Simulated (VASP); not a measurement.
# Re (Fm-3m) in VASP: further runs

Runs on Re. Level: LDA. Tasks: single point.

All numbers are computed with VASP 6.6.1; they aren't measurements. Logs are shortened: lines on timing, memory, paths and dates and some standing lists are left out, and cuts for length are marked.

## (1) The cell of the first run

The structure is cubic, space group Fm-3m (No. 225). Conventional cell: a = 3.590 Å, b = 3.590 Å, c = 3.590 Å, α = 90.00°, β = 90.00°, γ = 90.00°. Within 3.4 Å of Re (site symmetry m-3m) lie 12 Re at 2.54 Å.

## (2) Single point, LDA

The input, INCAR:

```
PREC = Accurate ; ENCUT = 520
EDIFF = 1E-6 ; ISMEAR = -1
SIGMA = 0.08 ; LREAL = F
LASPH = T ; NELM = 60
ALGO = Normal ; ISIF = 2
LWAVE = F ; LCHARG = F
NBANDS = 10
```

The input, KPOINTS:

```
Automatic mesh
0
Gamma
  18 18 18
```

The input, POSCAR:

```
Re
1.0
    0.0000000000      1.7950850959      1.7950850959
    1.7950850959      0.0000000000      1.7950850959
    1.7950850959      1.7950850959      0.0000000000
Re
1
Direct
    0.0000000000      0.0000000000      0.0000000000
```

Potentials or basis: VASP PAW LDA potentials, release 64 (Re).

The run is started by

```sh
$ cat potpaw_LDA.64/Re/POTCAR > POTCAR
$ mpirun -np 1 vasp_std > vasp.out
```

OUTCAR:

```text
PREC = Accurate
   ENCUT = 520
   EDIFF = 1E-6
   ISMEAR = -1
   LREAL = F
   LASPH = T
   NELM = 60
   ISIF = 2

 ion  position               nearest neighbor table
   1  0.000  0.000  0.000-

  LATTYP: Found a face centered cubic cell.
 ALAT       =     3.5901701918

  Lattice vectors:

 A1 = (   0.0000000000,   1.7950850959,   1.7950850959)
 A2 = (   1.7950850959,   0.0000000000,   1.7950850959)
 A3 = (   1.7950850959,   1.7950850959,   0.0000000000)

Analysis of symmetry for initial positions (statically):
=====================================================================
 Subroutine PRICEL returns:
 Original cell was already a primitive cell.

 Routine SETGRP: Setting up the symmetry group for a
 face centered cubic supercell.

 Subroutine GETGRP returns: Found 48 space group operations
 (whereof 48 operations were pure point group operations)
 out of a pool of 48 trial point group operations.

The static configuration has the point symmetry O_h .

Analysis of symmetry for dynamics (positions and initial velocities):
=====================================================================
 Subroutine PRICEL returns:
 Original cell was already a primitive cell.

 Routine SETGRP: Setting up the symmetry group for a
 face centered cubic supercell.

 Subroutine GETGRP returns: Found 48 space group operations
 (whereof 48 operations were pure point group operations)
 out of a pool of 48 trial point group operations.

The dynamic configuration has the point symmetry O_h .

 Subroutine INISYM returns: Found 48 space group operations
 (whereof 48 operations are pure point group operations),
 and found     1 'primitive' translations

----------------------------------------------------------------------------------------

                                     Primitive cell

  volume of cell :      11.5687

  direct lattice vectors                    reciprocal lattice vectors
     0.000000000  1.795085096  1.795085096    -0.278538327  0.278538327  0.278538327
     1.795085096  0.000000000  1.795085096     0.278538327 -0.278538327  0.278538327
     1.795085096  1.795085096  0.000000000     0.278538327  0.278538327 -0.278538327

  length of vectors
     2.538633688  2.538633688  2.538633688     0.482442535  0.482442535  0.482442535

  position of ions in fractional coordinates (direct lattice)
     0.000000000  0.000000000  0.000000000

  ion indices of the primitive-cell ions
   primitive index   ion index
                 1           1

----------------------------------------------------------------------------------------

 KPOINTS: Automatic mesh

Automatic generation of k-mesh.
 Grid dimensions read from file:
 generate k-points for:   18   18   18

 Generating k-lattice:

  Cartesian coordinates                     Fractional coordinates (reciprocal lattice)
    -0.015474352  0.015474352  0.015474352     0.055555556  0.000000000  0.000000000
     0.015474352 -0.015474352  0.015474352     0.000000000  0.055555556  0.000000000
     0.015474352  0.015474352 -0.015474352     0.000000000  0.000000000  0.055555556

  Length of vectors
     0.026802363  0.026802363  0.026802363

  Shift w.r.t. Gamma in fractional coordinates (k-lattice)
     0.000000000  0.000000000  0.000000000

 Subroutine IBZKPT returns following result:
 ===========================================

 Found    195 irreducible k-points:

 Following reciprocal coordinates:
            Coordinates               Weight
  0.000000  0.000000  0.000000      1.000000
  0.055556  0.000000  0.000000      8.000000
  0.111111  0.000000  0.000000      8.000000
  0.166667  0.000000  0.000000      8.000000
  0.222222  0.000000  0.000000      8.000000
  0.277778  0.000000  0.000000      8.000000
[... 16 lines left out ...]
 -0.277778  0.055556  0.000000     24.000000
 -0.222222  0.055556  0.000000     24.000000
 [... further k-points ...]
   k-points           NKPTS =    195   k-points in BZ     NKDIM =    195   number of bands    NBANDS=     10
   number of dos      NEDOS =    301   number of ions     NIONS =      1
   total plane-waves  NPLWV =   8000
   dimension x,y,z NGX =    20 NGY =   20 NGZ =   20
   dimension x,y,z NGXF=    40 NGYF=   40 NGZF=   40
   ions per type =               1
   NGX,Y,Z   is equivalent  to a cutoff of  13.10, 13.10, 13.10 a.u.
   NGXF,Y,Z  is equivalent  to a cutoff of  26.19, 26.19, 26.19 a.u.
 SYSTEM =  unknown system
   PREC   = accura    normal or accurate (medium, high low for compatibility)
   ISTART =      0    job   : 0-new  1-cont  2-samecut
   ICHARG =      2    charge: 1-file 2-atom 10-const
   ISPIN  =      1    spin polarized calculation?
   LNONCOLLINEAR =      F non collinear calculations
   LSORBIT =      F    spin-orbit coupling
   LASPH  =      T    aspherical Exc in radial PAW
   ENCUT  =  520.0 eV  38.22 Ry    6.18 a.u.   4.72  4.72  4.72*2*pi/ulx,y,z
   NELM   =     60;   NELMIN=  2; NELMDL= -5     # of ELM steps
   EDIFF  = 0.1E-05   stopping-criterion for ELM
   LREAL  =      F    real-space projection
   EDIFFG = 0.1E-04   stopping-criterion for IOM
   NSW    =      0    number of steps for IOM
   IBRION =     -1    ionic relax: 0-MD 1-quasi-New 2-CG
   NFREE  =      0    steps in history (QN), initial steepest desc. (CG)
   ISIF   =      2    stress and relaxation
   ISYM   =      2    0-nonsym 1-usesym 2-fastsym
   POTIM  = 0.5000    time-step for ionic-motion
   TEBEG  =    0.0;   TEEND  =   0.0 temperature during run
   PSTRESS=    0.0 pullay stress
   NELECT =       7.0000    total number of electrons
   NUPDOWN=      -1.0000    fix difference up-down
   EMIN   =  10.00;   EMAX   =-10.00  energy-range for DOS
   EFERMI =   0.00;   METHOD = LEGACY
   ISMEAR =    -1;   SIGMA  =   0.08  broadening in eV -4-tet -1-fermi 0-gaus
   EFERMI_NEDOS =   21; number of points for ismear=-14 and -15
   IALGO  =     38    algorithm
   IMIX   =      4    mixing-type and parameters
     AMIX     =   0.40;   BMIX     =  1.00
     AMIX_MAG =   1.60;   BMIX_MAG =  1.00
  volume/ion in A,a.u.               =      11.57        78.07
  Fermi-wavevector in a.u.,A,eV,Ry     =   1.384668  2.616644 26.086543  1.917307
  Thomas-Fermi vector in A             =   2.509151
   LORBIT       =      0    0 simple, 1 ext, 2 COOP (PROOUT), +10 PAW based schemes
   GGA     = CA    functional components
   LHFCALC =     F    Hartree Fock is set to
   AEXX    =    0.0000 exact exchange contribution
   IVDW    =     0    specifies the selected vdW correction
   LEPSILON=     F    determine dielectric tensor
   LRPA    =     F    only Hartree local field effects (RPA)
 non-spin polarized calculation
  energy-cutoff  :      520.00
  volume of cell :       11.57
 maximum number of plane-waves:       331
   NGX =  9   NGY =  9   NGZ =  9

 number of electron       7.0000000 magnetization

 Free energy of the ion-electron system (eV)
  ---------------------------------------------------
  ext. energy  EPLUGINS =         0.00000000
  ---------------------------------------------------
  free energy    TOTEN  =       -12.61632723 eV

  energy without entropy =      -12.60168677  energy(sigma->0) =      -12.60900700

 E-fermi :  11.5698     XC(G=0): -15.1728

 val. band max:       11.5179810787   @ k =  -0.4444   0.2778   0.1111
 cond. band min:      11.5755006555   @ k =   0.1667   0.1111   0.0000
 fundamental gap:      0.0575195768
 Fermi energy:        11.5697594493

 k-point     1 :       0.0000    0.0000    0.0000
  band No.  band energies     occupation
      1      -0.1809      2.00000
      2       8.7513      2.00000
      3       8.7513      2.00000
      4       8.7513      2.00000
      5      13.2984      0.00000
      6      13.2984      0.00000
      7      25.5278      0.00000
      8      32.6496      0.00000
      9      32.6496      0.00000
     10      32.6496      0.00000

 k-point     2 :       0.0556    0.0000    0.0000
  band No.  band energies     occupation
      1       0.0148      2.00000
      2       8.6109      2.00000
      3       8.8459      2.00000
      4       8.8459      2.00000
      5      13.2047      0.00000
      6      13.2047      0.00000
      7      25.9180      0.00000
      8      31.7523      0.00000
      9      33.0180      0.00000
     10      33.0180      0.00000

 k-point     3 :       0.1111    0.0000    0.0000
  band No.  band energies     occupation
      1       0.5688      2.00000
      2       8.2661      2.00000
      3       9.0922      2.00000
      4       9.0922      2.00000
      5      12.9931      0.00000
      6      12.9931      0.00000
      7      26.9521      0.00000
      8      30.2394      0.00000
      9      34.0831      0.00000
     10      34.0831      0.00000

 k-point     4 :       0.1667    0.0000    0.0000
  band No.  band energies     occupation
      1       1.3696      2.00000
      2       7.9166      2.00000
      3       9.3597      2.00000
      4       9.3597      2.00000
      5      12.8678      0.00000
      6      12.8678      0.00000
      7      27.6184      0.00000
      8      29.7106      0.00000
      9      35.7467      0.00000
     10      35.7467      0.00000
[... 222 lines left out ...]
 k-point    22 :      -0.3333    0.0556    0.0000
  band No.  band energies     occupation
      1       3.0477      2.00000
      2       8.7242      2.00000
      3       8.9490      2.00000
      4       9.7034      2.00000
      5      14.5164      0.00000
      6      16.1366      0.00000
      7      25.0002      0.00000
      8      30.9167      0.00000
      9      37.1161      0.00000
     10      39.4501      0.00000

 k-point    23 :      -0.2778    0.0556    0.0000
  band No.  band energies     occupation
      1       2.9996      2.00000
      2       8.4372      2.00000
      3       9.0919      2.00000
      4       9.2718      2.00000
      5      13.3971      0.00000
      6      15.0661      0.00000
      7      25.6840      0.00000
      8      32.7020      0.00000
      9      38.0433      0.00000
     10      39.3389      0.00000

 k-point    24 :      -0.2222    0.0556    0.0000
  band No.  band energies     occupation
      1       2.5896      2.00000
      2       7.7326      2.00000
      3       9.3875      2.00000
      4       9.5370      2.00000
      5      12.5527      0.00001
      6      14.1263      0.00000
      7      26.6546      0.00000
      8      31.9824      0.00000
      9      37.3276      0.00000
     10      39.7915      0.00000

 [... further k-points ...]
[... 5 lines left out ...]
  --------------------------------------------------------------------------------------
  -------------------------------------------------------------------------------------
  Total       10.6230970     10.6230970     10.6230970     -0.0000000     -0.0000000      0.0000000
  in kB     1471.2165856   1471.2165856   1471.2165856     -0.0000000     -0.0000000      0.0000000
  external PRESSURE =    1471.2165856 kB  Pullay stress =       0.0000000 kB

 VOLUME and BASIS-vectors are now :
 -----------------------------------------------------------------------------
  energy-cutoff  :      520.00
  volume of cell :       11.57
      direct lattice vectors                 reciprocal lattice vectors
     0.000000000  1.795085096  1.795085096    -0.278538327  0.278538327  0.278538327
     1.795085096  0.000000000  1.795085096     0.278538327 -0.278538327  0.278538327
     1.795085096  1.795085096  0.000000000     0.278538327  0.278538327 -0.278538327

 POSITION                                       TOTAL-FORCE (eV/Angst)
 -----------------------------------------------------------------------------------
      0.00000      0.00000      0.00000         0.000000     -0.000000     -0.000000
 -----------------------------------------------------------------------------------
    total drift:                                0.000000      0.000000     -0.000000

  FREE ENERGIE OF THE ION-ELECTRON SYSTEM (eV)
  ---------------------------------------------------
  free  energy   TOTEN  =       -12.6163272299 eV

  energy  without entropy=      -12.6016867734  energy(sigma->0) =      -12.60900700
```

It took 19 s on 1 thread of Intel Xeon Platinum 8259CL at 2.50GHz (Skylake/Cascade Lake), shared host; peak memory 0.14 GiB.

Results:

```
Free energy : -12.6163 eV
Pressure    : 147.1 GPa
```

Caveat: spin-orbit coupling is left out, which moves the levels of the heavy elements.

## (3) Single point, LDA

The input, INCAR:

```
SYSTEM = Re
ALGO = Normal
EDIFF = 1E-6
ENCUT = 520
GGA = CA
ISIF = 2
ISMEAR = -1
LASPH = .TRUE.
LCHARG = .FALSE.
LREAL = .FALSE.
LWAVE = .FALSE.
NBANDS = 10
NELM = 100
PREC = Accurate
SIGMA = 0.08
```

The input, KPOINTS:

```
k-points
0
G
  18 18 18
  0 0 0
```

The input, POSCAR:

```
Re
1.0
    0.0000000000      1.7946601654      1.7946601654
    1.7946601654      0.0000000000      1.7946601654
    1.7946601654      1.7946601654      0.0000000000
Re
1
Direct
    0.0000000000      0.0000000000      0.0000000000
```

Potentials or basis: VASP PAW LDA potentials, release 64 (Re).

The run is started by

```sh
$ cat potpaw_LDA.64/Re/POTCAR > POTCAR
$ mpirun -np 1 vasp_std > vasp.out
```

Wall time 18 s (1 thread of Intel Xeon Platinum 8259CL at 2.50GHz (Skylake/Cascade Lake), shared host); peak memory 0.14 GiB.

Results (log left out):

```
Free energy : -12.6088 eV
Pressure    : 147.8 GPa
```

Levels at points of the mesh, in eV from the Fermi level:
```tsv
k point	band 2	band 3	band 4	band 5	band 6	band 7
(0.00, 0.00, 0.00)	-2.82	-2.82	-2.82	1.73	1.73	13.96
(0.50, 0.00, 0.00)	-3.17	-3.17	1.12	5.44	5.44	13.57
(0.50, 0.50, 0.00)	-8.36	4.51	5.41	6.58	6.58	14.60
```

Caveat: spin-orbit coupling is left out, which moves the levels of the heavy elements.
